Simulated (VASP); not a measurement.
# SiC: relaxation of cell and atoms with PBE

SiC:

```
Si C
1.0
     1.54742   -2.68017    0.00000
     1.54742    2.68017    0.00000
     0.00000    0.00000   15.18481
Si C
6 6
Cartesian
  1.5474 1.7867 13.0245
  1.5474 -1.7867 5.4321
  1.5474 0.0001 7.9640
  1.5474 -0.0001 0.3715
  1.5474 -1.7869 10.4957
  1.5474 1.7869 2.9033
  1.5474 -0.0001 9.8676
  1.5474 0.0001 2.2752
  1.5474 1.7867 14.9224
  1.5474 -1.7867 7.3299
  1.5474 -1.7868 12.3938
  1.5474 1.7868 4.8014
```

```yaml
Program: VASP 6.6.1
Task: relaxation of cell and atoms
Functional: PBE
Potentials_or_basis: VASP PAW PBE potentials, release 64 (Si, C)
Cutoff: 600 eV
k_mesh: 12 × 12 × 2
Occupations: gaussian, width 0.02 eV
Spin: no spin polarisation
Dipole_correction: no
Further_INCAR_settings: ALGO = Normal; EDIFF = 1e-06; IBRION = 2; EDIFFG = -0.005; NSW = 100; ISIF = 3
```

```yaml
Relaxed_volume: 10.49 Å³/atom
Relaxed_cell: a = 3.094 Å, b = 3.094 Å, c = 15.182 Å, α = 90.00°, β = 90.00°, γ = 120.00°
Space_group_after_relaxing_to_0.1_Å: P6_3mc (No. 186)
Energy_gained_by_relaxing: 0.0 meV/atom
Ionic_steps: 3
Pressure_after_relaxing: 0.0 GPa
Largest_force_after_relaxing: 0.003 eV/Å
Band_gap_on_the_k_mesh: 2.03 eV (least direct gap 3.13 eV)
```

Forces in eV/Å, atoms in the order of the input:
```
Si   0.000  0.000  0.000
Si   0.000  0.000  0.000
Si   0.000  0.000 -0.001
Si   0.000  0.000 -0.001
Si   0.000  0.000  0.003
Si   0.000  0.000  0.003
C    0.000  0.000  0.003
C    0.000  0.000  0.003
C    0.000  0.000 -0.003
C    0.000  0.000 -0.003
C    0.000  0.000 -0.001
C    0.000  0.000 -0.001
```

Final structure:
```
Si C
1.0
     1.54705   -2.67956    0.00000
     1.54705    2.67956    0.00000
     0.00000    0.00000   15.18188
Si C
6 6
Direct
  0.16668 0.83332 0.85771
  0.83332 0.16668 0.35771
  0.49999 0.50001 0.52448
  0.50001 0.49999 0.02448
  0.83335 0.16665 0.69121
  0.16665 0.83335 0.19121
  0.50001 0.49999 0.64983
  0.49999 0.50001 0.14983
  0.16668 0.83332 0.98270
  0.83332 0.16668 0.48270
  0.83334 0.16666 0.81621
  0.16666 0.83334 0.31621
```

Levels at points of the mesh, in eV from the valence-band top:
```csv
k point,band 22,band 23,band 24,band 25,band 26,band 27
"(0.00, 0.00, 0.00)",-0.04,0.00,0.00,5.06,5.23,5.63
"(0.50, 0.00, 0.00)",-1.77,-1.65,-1.10,2.03,2.21,3.19
"(0.50, 0.50, 0.00)",-1.77,-1.65,-1.10,2.03,2.21,3.19
"(0.00, 0.00, 0.50)",-0.10,-0.10,-0.10,5.13,5.13,5.87
"(0.50, 0.00, 0.50)",-1.70,-1.30,-1.30,2.07,2.07,3.41
"(0.50, 0.50, 0.50)",-1.70,-1.30,-1.30,2.07,2.07,3.41
```

Run time: 20 min on 1 thread of Oxide Virtual Turin-like Processor (shared host), peak memory 0.47 GiB.

A k mesh can miss the band edges. A hybrid or GW would open this gap; PBE tends to underestimate it.
